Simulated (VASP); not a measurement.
# Sn (Fd-3m) in VASP: single point with LDA

Aim: the single point of Sn with LDA.

Everything below comes from runs of VASP 6.6.1. Logs are shortened: lines on timing, memory, paths and dates and some standing lists are left out, and cuts for length are marked.

## (1) The cell of the first run

Symmetry: Fd-3m, No. 227, cubic system. Conventional cell: a = 6.570 Å, b = 6.570 Å, c = 6.570 Å, α = 90.00°, β = 90.00°, γ = 90.00°. Within 3.7 Å of Sn (site symmetry -43m) lie 4 Sn at 2.84 Å.

## (2) Single point, LDA

Input file INCAR:

```
SYSTEM = Sn
ALGO = Normal ; EDIFF = 1E-6
ENCUT = 500 ; GGA_COMPAT = .FALSE.
ISIF = 2 ; ISMEAR = 0
LASPH = .TRUE. ; LCHARG = .FALSE.
LREAL = .FALSE. ; LWAVE = .FALSE.
NBANDS = 21 ; NELM = 120
PREC = Accurate ; SIGMA = 0.1
```

Input file KPOINTS:

```
k-points
0
G
  12 12 12
  0 0 0
```

Input file POSCAR:

```
Sn
1.0
    0.0000000000      3.2849870000      3.2849870000
    3.2849870000      0.0000000000      3.2849870000
    3.2849870000      3.2849870000      0.0000000000
Sn
2
Direct
    0.5000000000      0.5000000000      0.5000000000
    0.7500000000      0.7500000000      0.7500000000
```

Potentials or basis: VASP PAW LDA potentials, release 64 (Sn_d).

Run with:

```console
$ cat potpaw_LDA.64/Sn_d/POTCAR > POTCAR
$ mpirun -np 1 vasp_std > vasp.out
```

OUTCAR:

```text
SYSTEM = Sn
   EDIFF = 1E-6
   ENCUT = 500
   ISIF = 2
   ISMEAR = 0
   LASPH = .TRUE.
   LREAL = .FALSE.
   NELM = 120
   PREC = Accurate

 ion  position               nearest neighbor table
   1  0.500  0.500  0.500-   2 2.84   2 2.84   2 2.84   2 2.84
   2  0.750  0.750  0.750-   1 2.84   1 2.84   1 2.84   1 2.84

  LATTYP: Found a face centered cubic cell.
 ALAT       =     6.5699740000

  Lattice vectors:

 A1 = (   0.0000000000,   3.2849870000,   3.2849870000)
 A2 = (   3.2849870000,   0.0000000000,   3.2849870000)
 A3 = (   3.2849870000,   3.2849870000,   0.0000000000)

Analysis of symmetry for initial positions (statically):
=====================================================================
 Subroutine PRICEL returns:
 Original cell was already a primitive cell.

 Routine SETGRP: Setting up the symmetry group for a
 face centered cubic supercell.

 Subroutine GETGRP returns: Found 48 space group operations
 (whereof 24 operations were pure point group operations)
 out of a pool of 48 trial point group operations.

The static configuration has the point symmetry T_d .
 The point group associated with its full space group is O_h .

Analysis of symmetry for dynamics (positions and initial velocities):
=====================================================================
 Subroutine PRICEL returns:
 Original cell was already a primitive cell.

 Routine SETGRP: Setting up the symmetry group for a
 face centered cubic supercell.

 Subroutine GETGRP returns: Found 48 space group operations
 (whereof 24 operations were pure point group operations)
 out of a pool of 48 trial point group operations.

The dynamic configuration has the point symmetry T_d .
 The point group associated with its full space group is O_h .

 Subroutine INISYM returns: Found 48 space group operations
 (whereof 24 operations are pure point group operations),
 and found     1 'primitive' translations

----------------------------------------------------------------------------------------

                                     Primitive cell

  volume of cell :      70.8975

  direct lattice vectors                    reciprocal lattice vectors
     0.000000000  3.284987000  3.284987000    -0.152207604  0.152207604  0.152207604
     3.284987000  0.000000000  3.284987000     0.152207604 -0.152207604  0.152207604
     3.284987000  3.284987000  0.000000000     0.152207604  0.152207604 -0.152207604

  length of vectors
     4.645673168  4.645673168  4.645673168     0.263631303  0.263631303  0.263631303

  position of ions in fractional coordinates (direct lattice)
     0.500000000  0.500000000  0.500000000
     0.750000000  0.750000000  0.750000000

  ion indices of the primitive-cell ions
   primitive index   ion index
                 1           1
                 2           2

----------------------------------------------------------------------------------------

 KPOINTS: k-points

Automatic generation of k-mesh.
 Grid dimensions read from file:
 generate k-points for:   12   12   12

 Generating k-lattice:

  Cartesian coordinates                     Fractional coordinates (reciprocal lattice)
    -0.012683967  0.012683967  0.012683967     0.083333333  0.000000000  0.000000000
     0.012683967 -0.012683967  0.012683967     0.000000000  0.083333333  0.000000000
     0.012683967  0.012683967 -0.012683967     0.000000000  0.000000000  0.083333333

  Length of vectors
     0.021969275  0.021969275  0.021969275

  Shift w.r.t. Gamma in fractional coordinates (k-lattice)
     0.000000000  0.000000000  0.000000000

 Subroutine IBZKPT returns following result:
 ===========================================

 Found     72 irreducible k-points:

 Following reciprocal coordinates:
            Coordinates               Weight
  0.000000  0.000000  0.000000      1.000000
  0.083333  0.000000  0.000000      8.000000
  0.166667  0.000000  0.000000      8.000000
  0.250000  0.000000  0.000000      8.000000
  0.333333  0.000000  0.000000      8.000000
  0.416667  0.000000  0.000000      8.000000
[... 16 lines left out ...]
  0.500000  0.166667  0.000000     24.000000
 -0.416667  0.166667  0.000000     24.000000
 [... further k-points ...]
   k-points           NKPTS =     72   k-points in BZ     NKDIM =     72   number of bands    NBANDS=     21
   number of dos      NEDOS =    301   number of ions     NIONS =      2
   total plane-waves  NPLWV =  46656
   dimension x,y,z NGX =    36 NGY =   36 NGZ =   36
   dimension x,y,z NGXF=    72 NGYF=   72 NGZF=   72
   ions per type =               2
   NGX,Y,Z   is equivalent  to a cutoff of  12.88, 12.88, 12.88 a.u.
   NGXF,Y,Z  is equivalent  to a cutoff of  25.77, 25.77, 25.77 a.u.
 SYSTEM =  Sn
   PREC   = accura    normal or accurate (medium, high low for compatibility)
   ISTART =      0    job   : 0-new  1-cont  2-samecut
   ICHARG =      2    charge: 1-file 2-atom 10-const
   ISPIN  =      1    spin polarized calculation?
   LNONCOLLINEAR =      F non collinear calculations
   LSORBIT =      F    spin-orbit coupling
   LASPH  =      T    aspherical Exc in radial PAW
   ENCUT  =  500.0 eV  36.75 Ry    6.06 a.u.   8.47  8.47  8.47*2*pi/ulx,y,z
   NELM   =    120;   NELMIN=  2; NELMDL= -5     # of ELM steps
   EDIFF  = 0.1E-05   stopping-criterion for ELM
   LREAL  =      F    real-space projection
   EDIFFG = 0.1E-04   stopping-criterion for IOM
   NSW    =      0    number of steps for IOM
   IBRION =     -1    ionic relax: 0-MD 1-quasi-New 2-CG
   NFREE  =      0    steps in history (QN), initial steepest desc. (CG)
   ISIF   =      2    stress and relaxation
   ISYM   =      2    0-nonsym 1-usesym 2-fastsym
   POTIM  = 0.5000    time-step for ionic-motion
   TEBEG  =    0.0;   TEEND  =   0.0 temperature during run
   PSTRESS=    0.0 pullay stress
   NELECT =      28.0000    total number of electrons
   NUPDOWN=      -1.0000    fix difference up-down
   EMIN   =  10.00;   EMAX   =-10.00  energy-range for DOS
   EFERMI =   0.00;   METHOD = LEGACY
   ISMEAR =     0;   SIGMA  =   0.10  broadening in eV -4-tet -1-fermi 0-gaus
   EFERMI_NEDOS =   21; number of points for ismear=-14 and -15
   IALGO  =     38    algorithm
   IMIX   =      4    mixing-type and parameters
     AMIX     =   0.40;   BMIX     =  1.00
     AMIX_MAG =   1.60;   BMIX_MAG =  1.00
  volume/ion in A,a.u.               =      35.45       239.22
  Fermi-wavevector in a.u.,A,eV,Ry     =   1.201113  2.269774 19.628749  1.442672
  Thomas-Fermi vector in A             =   2.336931
   LORBIT       =      0    0 simple, 1 ext, 2 COOP (PROOUT), +10 PAW based schemes
   GGA     = CA    functional components
   LHFCALC =     F    Hartree Fock is set to
   AEXX    =    0.0000 exact exchange contribution
   IVDW    =     0    specifies the selected vdW correction
   LEPSILON=     F    determine dielectric tensor
   LRPA    =     F    only Hartree local field effects (RPA)
 non-spin polarized calculation
 Gauss-broadening in eV      SIGMA  =   0.10
  energy-cutoff  :      500.00
  volume of cell :       70.90
 maximum number of plane-waves:      1828
 NGX is ok and might be reduce to    36
   NGX = 17   NGY = 17   NGZ = 17

 number of electron      27.9999985 magnetization

 Free energy of the ion-electron system (eV)
  ---------------------------------------------------
  ext. energy  EPLUGINS =         0.00000000
  ---------------------------------------------------
  free energy    TOTEN  =        -8.92583048 eV

  energy without entropy =       -8.92454910  energy(sigma->0) =       -8.92518979

 E-fermi :   4.9456     XC(G=0):  -9.0365

 val. band max:        4.9343574033   @ k =   0.0833   0.0000   0.0000
 cond. band min:       4.9821684006   @ k =   0.3333   0.0000   0.0000
 fundamental gap:      0.0478109973
 Fermi energy:         4.9456058662

 k-point     1 :       0.0000    0.0000    0.0000
  band No.  band energies     occupation
      1     -16.5633      2.00000
      2     -16.5633      2.00000
      3     -16.5633      2.00000
      4     -16.5067      2.00000
      5     -16.5067      2.00000
      6     -16.2239      2.00000
[... 13 lines left out ...]
     20      12.9301      0.00000
     21      12.9301      0.00000

 k-point     2 :       0.0833    0.0000    0.0000
  band No.  band energies     occupation
      1     -16.5682      2.00000
      2     -16.5682      2.00000
      3     -16.5617      2.00000
      4     -16.4999      2.00000
      5     -16.4999      2.00000
      6     -16.2373      2.00000
[... 13 lines left out ...]
     20      12.3191      0.00000
     21      12.3191      0.00000

 k-point     3 :       0.1667    0.0000    0.0000
  band No.  band energies     occupation
      1     -16.5779      2.00000
      2     -16.5779      2.00000
      3     -16.5572      2.00000
      4     -16.4854      2.00000
      5     -16.4854      2.00000
      6     -16.2526      2.00000
[... 13 lines left out ...]
     20      11.8773      0.00000
     21      11.8773      0.00000

 k-point     4 :       0.2500    0.0000    0.0000
  band No.  band energies     occupation
      1     -16.5864      2.00000
      2     -16.5864      2.00000
      3     -16.5510      2.00000
      4     -16.4708      2.00000
      5     -16.4708      2.00000
      6     -16.2655      2.00000
[... 13 lines left out ...]
     20      11.8382      0.00000
     21      11.8382      0.00000

 k-point     5 :       0.3333    0.0000    0.0000
  band No.  band energies     occupation
      1     -16.5923      2.00000
      2     -16.5923      2.00000
      3     -16.5446      2.00000
      4     -16.4596      2.00000
      5     -16.4596      2.00000
      6     -16.2743      2.00000
[... 13 lines left out ...]
     20      12.2602      0.00000
     21      12.2602      0.00000

 k-point     6 :       0.4167    0.0000    0.0000
  band No.  band energies     occupation
      1     -16.5955      2.00000
      2     -16.5955      2.00000
      3     -16.5397      2.00000
      4     -16.4533      2.00000
      5     -16.4533      2.00000
      6     -16.2790      2.00000
[... 13 lines left out ...]
     20      13.0292      0.00000
     21      13.0292      0.00000

 k-point     7 :       0.5000    0.0000    0.0000
  band No.  band energies     occupation
      1     -16.5965      2.00000
      2     -16.5965      2.00000
      3     -16.5379      2.00000
      4     -16.4513      2.00000
      5     -16.4513      2.00000
      6     -16.2804      2.00000
[... 13 lines left out ...]
     20      13.4219      0.00000
     21      13.6371      0.00000
[... 291 lines left out ...]
      1     -16.5887      2.00000
      2     -16.5835      2.00000
      3     -16.5611      2.00000
      4     -16.4746      2.00000
      5     -16.4425      2.00000
      6     -16.3149      2.00000
[... 13 lines left out ...]
     20      12.0745      0.00000
     21      13.1152      0.00000

 k-point    21 :       0.3333    0.1667    0.0000
  band No.  band energies     occupation
      1     -16.6016      2.00000
      2     -16.5908      2.00000
      3     -16.5455      2.00000
      4     -16.4604      2.00000
      5     -16.4277      2.00000
      6     -16.3288      2.00000
[... 13 lines left out ...]
     20      12.5028      0.00000
     21      13.2607      0.00000

 k-point    22 :       0.4167    0.1667    0.0000
  band No.  band energies     occupation
      1     -16.6115      2.00000
      2     -16.5968      2.00000
      3     -16.5283      2.00000
      4     -16.4468      2.00000
      5     -16.4212      2.00000
      6     -16.3325      2.00000
[... 13 lines left out ...]
     20      13.0197      0.00000
     21      13.7786      0.00000

 k-point    23 :       0.5000    0.1667    0.0000
  band No.  band energies     occupation
      1     -16.6171      2.00000
      2     -16.6012      2.00000
      3     -16.5142      2.00000
      4     -16.4351      2.00000
      5     -16.4248      2.00000
      6     -16.3247      2.00000
[... 13 lines left out ...]
     20      13.4310      0.00000
     21      13.7545      0.00000

 k-point    24 :      -0.4167    0.1667    0.0000
  band No.  band energies     occupation
      1     -16.6178      2.00000
      2     -16.6037      2.00000
      3     -16.5074      2.00000
      4     -16.4360      2.00000
      5     -16.4271      2.00000
      6     -16.3075      2.00000
[... 13 lines left out ...]
     20      12.7435      0.00000
     21      12.8750      0.00000

 [... further k-points ...]

------------------------ aborting loop because EDIFF is reached ----------------------------------------

  FORCE on cell =-STRESS in cart. coord.  units (eV):
  Direction    XX          YY          ZZ          XY          YZ          ZX
  --------------------------------------------------------------------------------------
  -------------------------------------------------------------------------------------
  Total       -0.7900280     -0.7900280     -0.7900280      0.0000000      0.0000000     -0.0000000
  in kB      -17.8534472    -17.8534472    -17.8534472      0.0000000      0.0000000     -0.0000000
  external PRESSURE =     -17.8534472 kB  Pullay stress =       0.0000000 kB

 VOLUME and BASIS-vectors are now :
 -----------------------------------------------------------------------------
  energy-cutoff  :      500.00
  volume of cell :       70.90
      direct lattice vectors                 reciprocal lattice vectors
     0.000000000  3.284987000  3.284987000    -0.152207604  0.152207604  0.152207604
     3.284987000  0.000000000  3.284987000     0.152207604 -0.152207604  0.152207604
     3.284987000  3.284987000  0.000000000     0.152207604  0.152207604 -0.152207604

 POSITION                                       TOTAL-FORCE (eV/Angst)
 -----------------------------------------------------------------------------------
      3.28499      3.28499      3.28499        -0.000000     -0.000000     -0.000000
      4.92748      4.92748      4.92748         0.000000      0.000000      0.000000
 -----------------------------------------------------------------------------------
    total drift:                                0.000000      0.000000      0.000000

  FREE ENERGIE OF THE ION-ELECTRON SYSTEM (eV)
  ---------------------------------------------------
  free  energy   TOTEN  =        -8.9258304825 eV

  energy  without entropy=       -8.9245491028  energy(sigma->0) =       -8.92518979
```

Wall time 2.2 min (1 thread of AMD EPYC 7R13, shared host); peak memory 0.19 GiB.

Results:

```yaml
Free_energy: -8.9258 eV
Pressure: -1.8 GPa
Band_gap_on_the_k_mesh: zero (band 14 reaches 5.07 eV, above the bottom of band 15 at 4.81 eV)
```

Caveat: spin-orbit coupling is left out, which moves the levels of the heavy elements.
